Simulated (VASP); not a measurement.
Write the native input for VASP 6.6.1 that does the following.

```yaml
Task: single point
Functional: r2SCAN
Potentials_or_basis: VASP PAW PBE potentials, release 64 (Ge_d)
Cutoff: 520 eV
k_mesh: 9 × 9 × 8
Occupations: methfessel-paxton, width 0.05 eV
Spin: no spin polarisation
Dipole_correction: no
Further_INCAR_settings: ALGO = Normal; EDIFF = 1e-07; NBANDS = 13
```

Crystal: Ge.

```
Ge
1.0
     1.39715   -2.60052    0.00000
     1.39715    2.60052    0.00000
     0.00000    0.00000    2.69823
Ge
1
Direct
  0.50000 0.50000 0.00000
```

The input as run:

POSCAR

```
Ge
1.0
    1.3971490000     -2.6005160000      0.0000000000
    1.3971490000      2.6005160000      0.0000000000
    0.0000000000      0.0000000000      2.6982310000
Ge
1
Direct
    0.5000000000      0.5000000000      0.0000000000
```

INCAR.step1

```
SYSTEM = Ge
ALGO = Normal ; EDIFF = 1E-4
ENCUT = 520 ; GGA = PE
ISMEAR = 1 ; LASPH = .TRUE.
LCHARG = .FALSE. ; LREAL = .FALSE.
LWAVE = .TRUE. ; NBANDS = 13
NELM = 100 ; PREC = Accurate
SIGMA = 0.05
```

INCAR.step2

```
SYSTEM = Ge
ALGO = Normal ; EDIFF = 1E-7
ENCUT = 520 ; ISIF = 2
ISMEAR = 1 ; ISTART = 1
LASPH = .TRUE. ; LCHARG = .FALSE.
LMIXTAU = .TRUE. ; LREAL = .FALSE.
LWAVE = .FALSE. ; METAGGA = R2SCAN
NBANDS = 13 ; NELM = 100
PREC = Accurate ; SIGMA = 0.05
```

KPOINTS

```
k-points
0
G
  9 9 8
  0 0 0
```

Potentials or basis: VASP PAW PBE potentials, release 64 (Ge_d).

Command:

```sh
$ cat potpaw_PBE.64/Ge_d/POTCAR > POTCAR
$ cp INCAR.step1 INCAR
$ mpirun -np 1 vasp_std > vasp.out
$ cp INCAR.step2 INCAR
$ mpirun -np 1 vasp_std > vasp.out
```

It gave:

```json
{
  "Pressure": "-3.4 GPa",
  "Band gap on the k mesh": "zero (bands 7 and 8 overlap by 10.33 eV)"
}
```

Caveat: the cell stands under tension; the PAW data sets were made with another functional, which shifts forces and pressure a little.

Run time: 60 s on 1 thread of Intel(R) Xeon(R) Platinum 8259CL CPU @ 2.50GHz (Skylake/Cascade Lake), on a shared host, peak memory 0.16 GiB.
